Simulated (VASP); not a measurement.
# AlRu in VASP: notebook

AlRu is run at these levels: PBE, PBEsol; tasks: single point.

Everything below comes from runs of VASP 6.6.1. Logs are shortened: lines on timing, memory, paths and dates and some standing lists are left out, and cuts for length are marked.

### 1 The cell of the first run

It takes space group Pm-3m (No. 221, cubic). Conventional cell: a = 3.011 Å, b = 3.011 Å, c = 3.011 Å, α = 90.00°, β = 90.00°, γ = 90.00°. Ru (site symmetry m-3m) has 8 Al at 2.61 Å and 6 Ru at 3.01 Å within 3.4 Å. Al (site symmetry m-3m) has 8 Ru at 2.61 Å and 6 Al at 3.01 Å within 3.4 Å.

### 2 Single point, PBE (volume scaled by 1.02)

INCAR

```
PREC = Accurate ; ENCUT = 520
EDIFF = 1E-7 ; ISMEAR = -1
SIGMA = 0.05 ; LREAL = False
LASPH = True ; NELM = 100
ALGO = Normal ; ISIF = 2
LWAVE = False ; LCHARG = True
GGA = PE ; LELF = True
LVHAR = True ; NBANDS = 16
```

KPOINTS

```
Automatic mesh
0
Gamma
  9 9 9
```

POSCAR

```
AlRu
1.0
    3.0114124979      0.0000000000      0.0000000000
    0.0000000000      3.0114124979      0.0000000000
    0.0000000000      0.0000000000      3.0114124979
Ru Al
1 1
Direct
    0.5000000000      0.5000000000      0.5000000000
    0.0000000000      0.0000000000      0.0000000000
```

Potentials or basis: VASP PAW PBE potentials, release 64 (Ru_pv, Al).

Launch:

```console
cat potpaw_PBE.64/Ru_pv/POTCAR potpaw_PBE.64/Al/POTCAR > POTCAR
mpirun -np 1 vasp_std > vasp.out
```

OUTCAR:

```text
PREC = Accurate
   ENCUT = 520
   EDIFF = 1E-7
   ISMEAR = -1
   LREAL = False
   LASPH = True
   NELM = 100
   ISIF = 2
   GGA = PE

 ion  position               nearest neighbor table
   1  0.500  0.500  0.500-   2 2.61   2 2.61   2 2.61   2 2.61   2 2.61   2 2.61   2 2.61   2 2.61

   2  0.000  0.000  0.000-   1 2.61   1 2.61   1 2.61   1 2.61   1 2.61   1 2.61   1 2.61   1 2.61

  LATTYP: Found a simple cubic cell.
 ALAT       =     3.0114124979

  Lattice vectors:

 A1 = (   3.0114124979,   0.0000000000,   0.0000000000)
 A2 = (   0.0000000000,   3.0114124979,   0.0000000000)
 A3 = (   0.0000000000,   0.0000000000,   3.0114124979)

Analysis of symmetry for initial positions (statically):
=====================================================================
 Subroutine PRICEL returns:
 Original cell was already a primitive cell.

 Routine SETGRP: Setting up the symmetry group for a
 simple cubic supercell.

 Subroutine GETGRP returns: Found 48 space group operations
[... 9 lines left out ...]

 Routine SETGRP: Setting up the symmetry group for a
 simple cubic supercell.

 Subroutine GETGRP returns: Found 48 space group operations
[... 11 lines left out ...]
                                     Primitive cell

  volume of cell :      27.3093

  direct lattice vectors                    reciprocal lattice vectors
     3.011412498  0.000000000  0.000000000     0.332070084  0.000000000  0.000000000
     0.000000000  3.011412498  0.000000000     0.000000000  0.332070084  0.000000000
     0.000000000  0.000000000  3.011412498     0.000000000  0.000000000  0.332070084

  length of vectors
     3.011412498  3.011412498  3.011412498     0.332070084  0.332070084  0.332070084

  position of ions in fractional coordinates (direct lattice)
     0.500000000  0.500000000  0.500000000
     0.000000000  0.000000000  0.000000000

  ion indices of the primitive-cell ions
   primitive index   ion index
                 1           1
                 2           2

----------------------------------------------------------------------------------------

 KPOINTS: Automatic mesh

Automatic generation of k-mesh.
 Grid dimensions read from file:
 generate k-points for:    9    9    9

 Generating k-lattice:

[... 49 lines left out ...]
   NGX,Y,Z   is equivalent  to a cutoff of  13.25, 13.25, 13.25 a.u.
   NGXF,Y,Z  is equivalent  to a cutoff of  26.50, 26.50, 26.50 a.u.
 SYSTEM =  unknown system
   PREC   = accura    normal or accurate (medium, high low for compatibility)
   ISTART =      0    job   : 0-new  1-cont  2-samecut
   ICHARG =      2    charge: 1-file 2-atom 10-const
   ISPIN  =      1    spin polarized calculation?
   LNONCOLLINEAR =      F non collinear calculations
   LSORBIT =      F    spin-orbit coupling
   LASPH  =      T    aspherical Exc in radial PAW
   ENCUT  =  520.0 eV  38.22 Ry    6.18 a.u.   5.60  5.60  5.60*2*pi/ulx,y,z
   NELM   =    100;   NELMIN=  2; NELMDL= -5     # of ELM steps
   EDIFF  = 0.1E-06   stopping-criterion for ELM
   LREAL  =      F    real-space projection
   EDIFFG = 0.1E-05   stopping-criterion for IOM
   NSW    =      0    number of steps for IOM
   IBRION =     -1    ionic relax: 0-MD 1-quasi-New 2-CG
   NFREE  =      0    steps in history (QN), initial steepest desc. (CG)
   ISIF   =      2    stress and relaxation
   ISYM   =      2    0-nonsym 1-usesym 2-fastsym
   POTIM  = 0.5000    time-step for ionic-motion
   TEBEG  =    0.0;   TEEND  =   0.0 temperature during run
   PSTRESS=    0.0 pullay stress
   NELECT =      17.0000    total number of electrons
   NUPDOWN=      -1.0000    fix difference up-down
   EMIN   =  10.00;   EMAX   =-10.00  energy-range for DOS
   EFERMI =   0.00;   METHOD = LEGACY
   ISMEAR =    -1;   SIGMA  =   0.05  broadening in eV -4-tet -1-fermi 0-gaus
   EFERMI_NEDOS =   21; number of points for ismear=-14 and -15
   IALGO  =     38    algorithm
   IMIX   =      4    mixing-type and parameters
     AMIX     =   0.40;   BMIX     =  1.00
     AMIX_MAG =   1.60;   BMIX_MAG =  1.00
  volume/ion in A,a.u.               =      13.65        92.15
  Fermi-wavevector in a.u.,A,eV,Ry     =   1.397830  2.641515 26.584798  1.953928
  Thomas-Fermi vector in A             =   2.521047
   LORBIT       =      0    0 simple, 1 ext, 2 COOP (PROOUT), +10 PAW based schemes
   GGA     = PE    functional components
   LHFCALC =     F    Hartree Fock is set to
   AEXX    =    0.0000 exact exchange contribution
   IVDW    =     0    specifies the selected vdW correction
   LEPSILON=     F    determine dielectric tensor
   LRPA    =     F    only Hartree local field effects (RPA)
 non-spin polarized calculation
  energy-cutoff  :      520.00
  volume of cell :       27.31
 maximum number of plane-waves:       748
 NGX is ok and might be reduce to    24
   NGX = 11   NGY = 11   NGZ = 11

 number of electron      16.9999997 magnetization

 Free energy of the ion-electron system (eV)
  ---------------------------------------------------
  ext. energy  EPLUGINS =         0.00000000
  ---------------------------------------------------
  free energy    TOTEN  =       -14.26195051 eV

  energy without entropy =      -14.24611010  energy(sigma->0) =      -14.25403030

 E-fermi :  10.3594     XC(G=0): -12.4674

 val. band max:       10.3593714013   @ k =   0.4444   0.1111   0.1111
 cond. band min:      10.4244548859   @ k =   0.1111   0.1111   0.0000
 fundamental gap:      0.0650834846
 Fermi energy:        10.3594112603

 k-point     1 :       0.0000    0.0000    0.0000
  band No.  band energies     occupation
      1     -31.3494      2.00000
      2     -31.3494      2.00000
      3     -31.3494      2.00000
      4       0.8808      2.00000
      5       6.9728      2.00000
      6       6.9728      2.00000
[... 433 lines left out ...]
      3     -31.3425      2.00000
      4       4.6900      2.00000
      5       6.7498      2.00000
      6       7.9749      2.00000
[... 8 lines left out ...]
     15      23.3120      0.00000
     16      23.8339      0.00000

 [... further k-points ...]
[... 5 lines left out ...]
  --------------------------------------------------------------------------------------
  -------------------------------------------------------------------------------------
  Total       -0.2693858     -0.2693858     -0.2693858      0.0000000     -0.0000000      0.0000000
  in kB      -15.8042749    -15.8042749    -15.8042749      0.0000000     -0.0000000      0.0000000
  external PRESSURE =     -15.8042749 kB  Pullay stress =       0.0000000 kB

 VOLUME and BASIS-vectors are now :
 -----------------------------------------------------------------------------
  energy-cutoff  :      520.00
  volume of cell :       27.31
      direct lattice vectors                 reciprocal lattice vectors
     3.011412498  0.000000000  0.000000000     0.332070084  0.000000000  0.000000000
     0.000000000  3.011412498  0.000000000     0.000000000  0.332070084  0.000000000
     0.000000000  0.000000000  3.011412498     0.000000000  0.000000000  0.332070084

 POSITION                                       TOTAL-FORCE (eV/Angst)
 -----------------------------------------------------------------------------------
      1.50571      1.50571      1.50571         0.000000      0.000000      0.000000
      0.00000      0.00000      0.00000         0.000000      0.000000      0.000000
 -----------------------------------------------------------------------------------
    total drift:                                0.000000     -0.000000     -0.000000

  FREE ENERGIE OF THE ION-ELECTRON SYSTEM (eV)
  ---------------------------------------------------
  free  energy   TOTEN  =       -14.2619505099 eV

  energy  without entropy=      -14.2461100979  energy(sigma->0) =      -14.25403030
```

It took 8.5 s on 1 thread of AMD EPYC 9R14 (Zen 4), shared host; peak memory 0.11 GiB.

Results:

```yaml
Free_energy: -14.2620 eV
Pressure: -1.6 GPa
```

Caveat: the cell differs from its parent crystal (volume scaled by 1.02).

### 3 Single point, PBE (volume scaled by 1.04)

INCAR

```
SYSTEM = AlRu
  PREC = Accurate
  ENCUT = 520
  EDIFF = 1E-6
  ISMEAR = -1
  SIGMA = 0.05
  LREAL = .False.
  LASPH = .True.
  NELM = 80
  ALGO = Fast
  ISIF = 2
  LWAVE = .False.
  LCHARG = .True.
  GGA = PE
  LELF = .True.
  LVHAR = .True.
  NBANDS = 16
```

KPOINTS

```
Automatic mesh
0
Gamma
  9 9 9
  0 0 0
```

POSCAR

```
AlRu
1.0
    3.0309676725      0.0000000000      0.0000000000
    0.0000000000      3.0309676725      0.0000000000
    0.0000000000      0.0000000000      3.0309676725
Ru Al
1 1
Direct
    0.5000000000      0.5000000000      0.5000000000
    0.0000000000      0.0000000000      0.0000000000
```

Potentials or basis: VASP PAW PBE potentials, release 64 (Ru_pv, Al).

Launch:

```console
cat potpaw_PBE.64/Ru_pv/POTCAR potpaw_PBE.64/Al/POTCAR > POTCAR
mpirun -np 1 vasp_std > vasp.out
```

OUTCAR:

```text
SYSTEM = AlRu
   PREC = Accurate
   ENCUT = 520
   EDIFF = 1E-6
   ISMEAR = -1
   LREAL = .False.
   LASPH = .True.
   NELM = 80
   ISIF = 2
   GGA = PE

 ion  position               nearest neighbor table
   1  0.500  0.500  0.500-   2 2.62   2 2.62   2 2.62   2 2.62   2 2.62   2 2.62   2 2.62   2 2.62

   2  0.000  0.000  0.000-   1 2.62   1 2.62   1 2.62   1 2.62   1 2.62   1 2.62   1 2.62   1 2.62

  LATTYP: Found a simple cubic cell.
 ALAT       =     3.0309676725

  Lattice vectors:

 A1 = (   3.0309676725,   0.0000000000,   0.0000000000)
 A2 = (   0.0000000000,   3.0309676725,   0.0000000000)
 A3 = (   0.0000000000,   0.0000000000,   3.0309676725)

Analysis of symmetry for initial positions (statically):
=====================================================================
 Subroutine PRICEL returns:
 Original cell was already a primitive cell.

 Routine SETGRP: Setting up the symmetry group for a
 simple cubic supercell.

 Subroutine GETGRP returns: Found 48 space group operations
[... 9 lines left out ...]

 Routine SETGRP: Setting up the symmetry group for a
 simple cubic supercell.

 Subroutine GETGRP returns: Found 48 space group operations
[... 11 lines left out ...]
                                     Primitive cell
[... 134 lines left out ...]
  ext. energy  EPLUGINS =         0.00000000
  ---------------------------------------------------
  free energy    TOTEN  =       -14.25061679 eV

  energy without entropy =      -14.23432599  energy(sigma->0) =      -14.24247139

 E-fermi :  10.0953     XC(G=0): -12.3689

 val. band max:       10.0794904985   @ k =   0.4444   0.4444   0.1111
 cond. band min:      10.0955249872   @ k =   0.4444   0.1111   0.1111
 fundamental gap:      0.0160344887
 Fermi energy:        10.0953398224

 k-point     1 :       0.0000    0.0000    0.0000
  band No.  band energies     occupation
      1     -31.6097      2.00000
      2     -31.6097      2.00000
      3     -31.6097      2.00000
      4       0.7264      2.00000
      5       6.8078      2.00000
      6       6.8078      2.00000
[... 433 lines left out ...]
      3     -31.6033      2.00000
      4       4.5092      2.00000
      5       6.5532      2.00000
      6       7.7638      2.00000
[... 8 lines left out ...]
     15      22.8751      0.00000
     16      23.4188      0.00000

 [... further k-points ...]
[... 5 lines left out ...]
  --------------------------------------------------------------------------------------
  -------------------------------------------------------------------------------------
  Total       -0.9314013     -0.9314013     -0.9314013     -0.0000000     -0.0000000      0.0000000
  in kB      -53.5924395    -53.5924395    -53.5924395     -0.0000000     -0.0000000      0.0000000
  external PRESSURE =     -53.5924395 kB  Pullay stress =       0.0000000 kB

 VOLUME and BASIS-vectors are now :
 -----------------------------------------------------------------------------
  energy-cutoff  :      520.00
  volume of cell :       27.84
      direct lattice vectors                 reciprocal lattice vectors
     3.030967673  0.000000000  0.000000000     0.329927636  0.000000000  0.000000000
     0.000000000  3.030967673  0.000000000     0.000000000  0.329927636  0.000000000
     0.000000000  0.000000000  3.030967673     0.000000000  0.000000000  0.329927636

 POSITION                                       TOTAL-FORCE (eV/Angst)
 -----------------------------------------------------------------------------------
      1.51548      1.51548      1.51548         0.000000      0.000000      0.000000
      0.00000      0.00000      0.00000         0.000000      0.000000      0.000000
 -----------------------------------------------------------------------------------
    total drift:                                0.000000     -0.000000     -0.000000

  FREE ENERGIE OF THE ION-ELECTRON SYSTEM (eV)
  ---------------------------------------------------
  free  energy   TOTEN  =       -14.2506167924 eV

  energy  without entropy=      -14.2343259882  energy(sigma->0) =      -14.24247139
```

Run time: 9 s. Hardware: 1 thread of AMD EPYC 9R14 (Zen 4), shared host; peak memory 0.11 GiB.

Results:

```
Free energy : -14.2506 eV
Pressure    : -5.4 GPa
```

Caveat: the cell differs from its parent crystal (volume scaled by 1.04).

### 4 Single point, PBE (volume scaled by 1.06)

INCAR

```
  ALGO = Normal
  EDIFF = 1E-6
  ENCUT = 520
  GGA = PE
  ISIF = 2
  ISMEAR = -1
  LASPH = True
  LCHARG = True
  LELF = True
  LREAL = False
  LVHAR = True
  LWAVE = False
  NBANDS = 16
  NELM = 60
  PREC = Accurate
  SIGMA = 0.05
```

KPOINTS

```
k-points
0
Gamma
  9 9 9
```

POSCAR

```
AlRu
1.0
    3.0502737196      0.0000000000      0.0000000000
    0.0000000000      3.0502737196      0.0000000000
    0.0000000000      0.0000000000      3.0502737196
Ru Al
1 1
Direct
    0.5000000000      0.5000000000      0.5000000000
    0.0000000000      0.0000000000      0.0000000000
```

Launch:

```console
cat potpaw_PBE.64/Ru_pv/POTCAR potpaw_PBE.64/Al/POTCAR > POTCAR
mpirun -np 1 vasp_std > vasp.out
```

Run time: 7.9 s. Hardware: 1 thread of AMD EPYC 9R14 (Zen 4), shared host; peak memory 0.12 GiB.

The run converged. Its results:

| Property | Result |
| --- | --- |
| Free energy | -14.2277 eV |
| Pressure | -8.5 GPa |

Levels at points of the mesh, in eV from the Fermi level:
```tsv
k point	band 5	band 6	band 7	band 8	band 9	band 10	band 11	band 12	band 13	band 14
(0.00, 0.00, 0.00)	-3.19	-3.19	0.21	0.21	0.21	5.88	5.88	5.88	10.71	10.71
```

Caveat: the cell differs from its parent crystal (volume scaled by 1.06).

### 5 Single point, PBE (atoms moved at random)

INCAR

```
ALGO = Fast
EDIFF = 1E-6
ENCUT = 520
GGA = PE
ISIF = 2
ISMEAR = -1
LASPH = True
LCHARG = False
LREAL = False
LWAVE = False
NBANDS = 16
NELM = 60
PREC = Accurate
SIGMA = 0.05
```

KPOINTS is that of step 4.

POSCAR

```
AlRu
1.0
    2.9916000000      0.0000000000      0.0000000000
    0.0000000000      2.9916000000      0.0000000000
    0.0000000000      0.0000000000      2.9916000000
Ru Al
1 1
Direct
    0.4970030000      0.5110170000      0.4878020000
   -0.0043240000     -0.0088300000      0.0100190000
```

Launch:

```console
cat potpaw_PBE.64/Ru_pv/POTCAR potpaw_PBE.64/Al/POTCAR > POTCAR
mpirun -np 1 vasp_std > vasp.out
```

Wall time 74 s (1 thread of AMD EPYC 9R14 (Zen 4), shared host); peak memory 0.23 GiB.

Results (log left out):

- Free energy: -14.2289 eV
- Pressure: 3.2 GPa
- Largest force: 0.708 eV/Å

Forces on the atoms (eV/Å):
```
Ru  -0.032 -0.472  0.527
Al   0.032  0.472 -0.527
```

Stress tensor (GPa, compression positive):
```
 3.39  0.04 -0.04
 0.04  3.08 -0.62
-0.04 -0.62  3.00
```

Levels at points of the mesh, in eV from the Fermi level:
```csv
k point,band 6,band 7,band 8,band 9,band 10,band 11,band 12,band 13
"(0.00, 0.00, 0.00)",-3.50,0.22,0.24,0.24,6.16,6.17,6.19,11.07
```

Caveat: the cell differs from its parent crystal (atoms moved at random).

### 6 Single point, PBEsol

This run uses another cell than the first one, of 11.83 Å³/atom, 0.866 times its volume.

INCAR

```
SYSTEM = AlRu
PREC = Accurate
ENCUT = 520
EDIFF = 1E-6
ISMEAR = -1
SIGMA = 0.05
LREAL = .False.
LASPH = .True.
NELM = 60
ALGO = Normal
ISIF = 2
LWAVE = .False.
LCHARG = .False.
GGA = PS
NBANDS = 16
```

KPOINTS

```
Automatic mesh
0
Gamma
  9 9 9
  0 0 0
```

POSCAR

```
AlRu
1.0
    2.8705283882      0.0000000000      0.0000000000
    0.0000000000      2.8705283882      0.0000000000
    0.0000000000      0.0000000000      2.8705283882
Ru Al
1 1
Direct
    0.5000000000      0.5000000000      0.5000000000
    0.0000000000      0.0000000000      0.0000000000
```

Potentials or basis: VASP PAW PBE potentials, release 64 (Ru_pv, Al).

Launch:

```console
cat potpaw_PBE.64/Ru_pv/POTCAR potpaw_PBE.64/Al/POTCAR > POTCAR
mpirun -np 1 vasp_std > vasp.out
```

Wall time 3.9 s (1 thread of Intel Xeon 6975P-C (Granite Rapids), shared host); peak memory 0.14 GiB.

The run converged. Its results:

* Free energy: -15.2906 eV
* Pressure: 30.4 GPa

Levels at points of the mesh, in eV from the Fermi level:
```tsv
k point	band 5	band 6	band 7	band 8	band 9	band 10	band 11	band 12	band 13	band 14
(0.00, 0.00, 0.00)	-4.24	-4.24	0.30	0.30	0.30	6.79	6.79	6.79	11.83	11.83
```

Caveat: the PAW data sets were made with another functional, which shifts forces and pressure a little.

### 7 Summary

```tsv
level	cell	gap on the mesh (eV)	pressure (GPa)
PBE	a = 3.011 Å, 2 atoms	none	-1.6
PBE	a = 3.031 Å, 2 atoms	none	-5.4
PBE	a = 3.050 Å, 2 atoms	none	-8.5
PBE	a = 2.992 Å, 2 atoms	none	3.2
PBEsol	a = 2.871 Å, 2 atoms	none	30.4
```

Alike in all rows: task single point; potentials or basis VASP PAW PBE potentials, release 64 (Ru_pv, Al); no spin polarisation; k mesh 9 × 9 × 9; cutoff (eV) 520; smearing fermi-dirac 0.05 eV.

Caveats: the PAW data sets were made with another functional, which shifts forces and pressure a little (some runs).

Absolute energies hang on the potentials; compare differences alone.
